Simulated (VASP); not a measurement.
# Cu in VASP: notebook, part 2 of 2

VASP 6.6.1.

### 3 Single point, PBE+D3(BJ)

This run uses another cell than the first one: it holds 16 atoms, not 12.

Contents of INCAR:

```
PREC = Accurate
ENCUT = 520
EDIFF = 1E-6
ISMEAR = 0
SIGMA = 0.1
LREAL = Auto
LASPH = True
NELM = 100
ALGO = Normal
ISIF = 2
LWAVE = False
LCHARG = True
LDIPOL = True
IDIPOL = 3
DIPOL = 0.5 0.5 0.500
GGA = PE
IVDW = 12
LELF = True
LVHAR = True
LVACPOTAV = True
NBANDS = 102
```

Contents of KPOINTS:

```
regular mesh
0
Gamma
  6 6 1
```

Contents of POSCAR:

```
Cu
1.0
    5.0393684366      0.0000000000      0.0000000000
   -2.5196842183      4.3642210851      0.0000000000
    0.0000000000      0.0000000000     23.1719406477
Cu
16
Direct
    0.3333333333      0.1666666667      0.3668229662
    0.3333333333      0.6666666667      0.3668229662
    0.8333333333      0.1666666667      0.3668229662
    0.8333333333      0.6666666667      0.3668229662
    0.6666666667      0.3333333333      0.4556076554
    0.6666666667      0.8333333333      0.4556076554
    0.1666666667      0.3333333333      0.4556076554
    0.1666666667      0.8333333333      0.4556076554
    0.0000000000      0.5000000000      0.5438695211
    0.0000000000      0.0000000000      0.5438695211
    0.5000000000      0.5000000000      0.5438695211
    0.5000000000      0.0000000000      0.5438695211
    0.3333333333      0.6666666667      0.6328934562
    0.3333333333      0.1666666667      0.6328934562
    0.8333333333      0.6666666667      0.6328934562
    0.8333333333      0.1666666667      0.6328934562
```

Potentials or basis: VASP PAW PBE potentials, release 64 (Cu).

Launch:

```bash
cat potpaw_PBE.64/Cu/POTCAR > POTCAR
mpirun -np 1 vasp_std > vasp.out
```

OUTCAR:

```text
PREC = Accurate
   ENCUT = 520
   EDIFF = 1E-6
   ISMEAR = 0
   LREAL = Auto
   LASPH = True
   NELM = 100
   ISIF = 2
   GGA = PE
   IVDW = 12
 IVDW          = 12

 ion  position               nearest neighbor table
   1  0.333  0.167  0.367-   7 2.52   8 2.52   5 2.52   4 2.52   2 2.52   2 2.52   4 2.52   3 2.52
                             3 2.52
   2  0.333  0.667  0.367-   8 2.52   7 2.52   6 2.52   3 2.52   1 2.52   1 2.52   3 2.52   4 2.52
                             4 2.52
   3  0.833  0.167  0.367-   5 2.52   6 2.52   7 2.52   4 2.52   2 2.52   4 2.52   2 2.52   1 2.52
                             1 2.52
   4  0.833  0.667  0.367-   6 2.52   5 2.52   8 2.52   3 2.52   1 2.52   3 2.52   1 2.52   2 2.52
                             2 2.52
   5  0.667  0.333  0.456-  12 2.51   9 2.51  11 2.51   3 2.52   4 2.52   1 2.52   8 2.52   6 2.52
                             6 2.52   8 2.52   7 2.52   7 2.52
   6  0.667  0.833  0.456-  11 2.51  10 2.51  12 2.51   4 2.52   3 2.52   2 2.52   7 2.52   5 2.52
                             5 2.52   7 2.52   8 2.52   8 2.52
   7  0.167  0.333  0.456-  10 2.51  11 2.51   9 2.51   1 2.52   2 2.52   3 2.52   8 2.52   6 2.52
                             8 2.52   6 2.52   5 2.52   5 2.52
   8  0.167  0.833  0.456-   9 2.51  12 2.51  10 2.51   2 2.52   1 2.52   4 2.52   7 2.52   5 2.52
                             7 2.52   5 2.52   6 2.52   6 2.52
   9  0.000  0.500  0.544-   8 2.51   5 2.51   7 2.51  10 2.52  12 2.52  10 2.52  12 2.52  11 2.52
[... 22 lines left out ...]
 A1 = (   5.0393684366,   0.0000000000,   0.0000000000)
 A2 = (  -2.5196842183,   4.3642210851,   0.0000000000)
 A3 = (   0.0000000000,   0.0000000000,  23.1719406477)

Analysis of symmetry for initial positions (statically):
=====================================================================
 Subroutine PRICEL returns following result:

  LATTYP: Found a hexagonal cell.
 ALAT       =     2.5196842183
 C/A-ratio  =     9.1963669413

  Lattice vectors:

 A1 = (   2.5196842183,   0.0000000000,   0.0000000000)
 A2 = (  -1.2598421091,   2.1821105425,   0.0000000000)
 A3 = (   0.0000000000,   0.0000000000,  23.1719406477)

   4 primitive cells build up your supercell.

 Routine SETGRP: Setting up the symmetry group for a
 hexagonal supercell.

 Subroutine GETGRP returns: Found  6 space group operations
 (whereof  6 operations were pure point group operations)
 out of a pool of 24 trial point group operations.

The static configuration has the point symmetry C_3v.

Analysis of symmetry for dynamics (positions and initial velocities):
=====================================================================
 Subroutine PRICEL returns following result:

  LATTYP: Found a hexagonal cell.
 ALAT       =     2.5196842183
 C/A-ratio  =     9.1963669413

  Lattice vectors:

 A1 = (   2.5196842183,   0.0000000000,   0.0000000000)
 A2 = (  -1.2598421091,   2.1821105425,   0.0000000000)
 A3 = (   0.0000000000,   0.0000000000,  23.1719406477)

   4 primitive cells build up your supercell.

 Routine SETGRP: Setting up the symmetry group for a
 hexagonal supercell.

 Subroutine GETGRP returns: Found  6 space group operations
 (whereof  6 operations were pure point group operations)
 out of a pool of 24 trial point group operations.

[... 62 lines left out ...]
  0.166667 -0.000000  0.000000      6.000000
  0.333333  0.000000  0.000000      6.000000
  0.500000 -0.000000  0.000000      3.000000
  0.166667  0.166667  0.000000      6.000000
  0.333333  0.166667  0.000000     12.000000
  0.333333  0.333333  0.000000      2.000000
   k-points           NKPTS =      7   k-points in BZ     NKDIM =      7   number of bands    NBANDS=    102
   number of dos      NEDOS =    301   number of ions     NIONS =     16
   total plane-waves  NPLWV = 288000
   dimension x,y,z NGX =    40 NGY =   40 NGZ =  180
   dimension x,y,z NGXF=    80 NGYF=   80 NGZF=  360
   ions per type =              16
   NGX,Y,Z   is equivalent  to a cutoff of  13.20, 13.20, 12.91 a.u.
   NGXF,Y,Z  is equivalent  to a cutoff of  26.39, 26.39, 25.83 a.u.
 SYSTEM =  unknown system
   PREC   = accura    normal or accurate (medium, high low for compatibility)
   ISTART =      0    job   : 0-new  1-cont  2-samecut
   ICHARG =      2    charge: 1-file 2-atom 10-const
   ISPIN  =      1    spin polarized calculation?
   LNONCOLLINEAR =      F non collinear calculations
   LSORBIT =      F    spin-orbit coupling
   LASPH  =      T    aspherical Exc in radial PAW
   ENCUT  =  520.0 eV  38.22 Ry    6.18 a.u.   9.37  9.37 43.08*2*pi/ulx,y,z
   NELM   =    100;   NELMIN=  2; NELMDL= -5     # of ELM steps
   EDIFF  = 0.1E-05   stopping-criterion for ELM
   LREAL  =      T    real-space projection
   EDIFFG = 0.1E-04   stopping-criterion for IOM
   NSW    =      0    number of steps for IOM
[... 5 lines left out ...]
   TEBEG  =    0.0;   TEEND  =   0.0 temperature during run
   PSTRESS=    0.0 pullay stress
   NELECT =     176.0000    total number of electrons
   NUPDOWN=      -1.0000    fix difference up-down
   EMIN   =  10.00;   EMAX   =-10.00  energy-range for DOS
   EFERMI =   0.00;   METHOD = LEGACY
   ISMEAR =     0;   SIGMA  =   0.10  broadening in eV -4-tet -1-fermi 0-gaus
   EFERMI_NEDOS =   21; number of points for ismear=-14 and -15
   IALGO  =     38    algorithm
   IMIX   =      4    mixing-type and parameters
     AMIX     =   0.40;   BMIX     =  1.00
     AMIX_MAG =   1.60;   BMIX_MAG =  1.00
  volume/ion in A,a.u.               =      31.85       214.94
  Fermi-wavevector in a.u.,A,eV,Ry     =   1.148587  2.170515 17.949520  1.319253
  Thomas-Fermi vector in A             =   2.285261
   LORBIT       =      0    0 simple, 1 ext, 2 COOP (PROOUT), +10 PAW based schemes
   GGA     = PE    functional components
   LHFCALC =     F    Hartree Fock is set to
   AEXX    =    0.0000 exact exchange contribution
   IVDW    =    12    specifies the selected vdW correction
   LEPSILON=     F    determine dielectric tensor
   LRPA    =     F    only Hartree local field effects (RPA)
 non-spin polarized calculation
 Gauss-broadening in eV      SIGMA  =   0.10
  energy-cutoff  :      520.00
  volume of cell :      509.62
 maximum number of plane-waves:     13754
 NGX is ok and might be reduce to    40

 dipolmoment           0.000000      0.000000     -0.000269 electrons x Angstroem

 number of electron     175.9999930 magnetization

 dipolmoment           0.000000      0.000000      0.000325 electrons x Angstroem

 Free energy of the ion-electron system (eV)
  ---------------------------------------------------
  ext. energy  EPLUGINS =         0.00000000
  ---------------------------------------------------
  free energy    TOTEN  =       -55.94833156 eV

  energy without entropy =      -55.91142620  energy(sigma->0) =      -55.92987888

 E-fermi :  -0.1933     XC(G=0):  -5.4144

 val. band max:       -0.1980390585   @ k =   0.3333   0.0000   0.0000
 cond. band min:       0.1288604515   @ k =   0.1667  -0.0000   0.0000
 fundamental gap:      0.3268995100
 Fermi energy:        -0.1932840073

 k-point     1 :       0.0000    0.0000    0.0000
  band No.  band energies     occupation
      1      -9.3355      2.00000
      2      -8.0056      2.00000
      3      -6.3171      2.00000
      4      -5.4808      2.00000
      5      -5.1886      2.00000
      6      -5.1886      2.00000
[... 710 lines left out ...]
     99       4.4709      0.00000
    100       4.4743      0.00000
 [bands above 100 left out]

------------------------ aborting loop because EDIFF is reached ----------------------------------------

 Edisp (eV)   -7.14229

 E8    (eV) :    -3.1834

  FORCE on cell =-STRESS in cart. coord.  units (eV):
  Direction    XX          YY          ZZ          XY          YZ          ZX
  --------------------------------------------------------------------------------------
  -------------------------------------------------------------------------------------
  Total      -2.40274    -2.40274     0.50652     0.00000     0.00000     0.00000
  in kB      -7.55390    -7.55390     1.59243     0.00000     0.00000     0.00000
  external pressure =       -4.51 kB  Pullay stress =        0.00 kB

 VOLUME and BASIS-vectors are now :
 -----------------------------------------------------------------------------
  energy-cutoff  :      520.00
  volume of cell :      509.62
      direct lattice vectors                 reciprocal lattice vectors
     5.039368437  0.000000000  0.000000000     0.198437565  0.114567981  0.000000000
    -2.519684218  4.364221085  0.000000000     0.000000000  0.229135963  0.000000000
     0.000000000  0.000000000 23.171940648     0.000000000  0.000000000  0.043155643

 POSITION                                       TOTAL-FORCE (eV/Angst)
 -----------------------------------------------------------------------------------
      1.25984      0.72737      8.50000         0.000000     -0.000000     -0.041173
     -0.00000      2.90948      8.50000         0.000000     -0.000000     -0.041173
      3.77953      0.72737      8.50000         0.000000      0.000000     -0.041173
      2.51968      2.90948      8.50000        -0.000000     -0.000000     -0.041173
      2.51968      1.45474     10.55731        -0.000000      0.000000      0.024537
      1.25984      3.63685     10.55731        -0.000000      0.000000      0.024537
[... 8 lines left out ...]
      2.51968      2.90948     14.66537         0.000000     -0.000000      0.017931
      3.77953      0.72737     14.66537         0.000000      0.000000      0.017931
 -----------------------------------------------------------------------------------
    total drift:                               -0.000001      0.000001     -0.010434

  FREE ENERGIE OF THE ION-ELECTRON SYSTEM (eV)
  ---------------------------------------------------
  free  energy   TOTEN  =       -63.0906213383 eV

  energy  without entropy=      -63.0537159749  energy(sigma->0) =      -63.07216866

 vacuum level on the upper side and lower side of the slab         4.625         4.622
```

It took 21 min on 1 thread of AMD EPYC 7R43 (Zen 3), shared host; peak memory 0.69 GiB.

What came out:

```
Free energy                : -63.0906 eV
Largest force              : 0.041 eV/Å
Band gap on the k mesh     : zero (band 88 reaches -0.23 eV, above the bottom of band 89 at -0.80 eV)
Dispersion energy per atom : -0.446 eV
```

Forces in eV/Å, atoms in the order of the input:
```
Cu   0.000  0.000 -0.041
Cu   0.000  0.000 -0.041
Cu   0.000  0.000 -0.041
Cu   0.000  0.000 -0.041
Cu   0.000  0.000  0.025
Cu   0.000  0.000  0.025
Cu   0.000  0.000  0.025
Cu   0.000  0.000  0.025
Cu   0.000  0.000 -0.001
Cu   0.000  0.000 -0.001
Cu   0.000  0.000 -0.001
Cu   0.000  0.000 -0.001
Cu   0.000  0.000  0.018
Cu   0.000  0.000  0.018
Cu   0.000  0.000  0.018
Cu   0.000  0.000  0.018
```
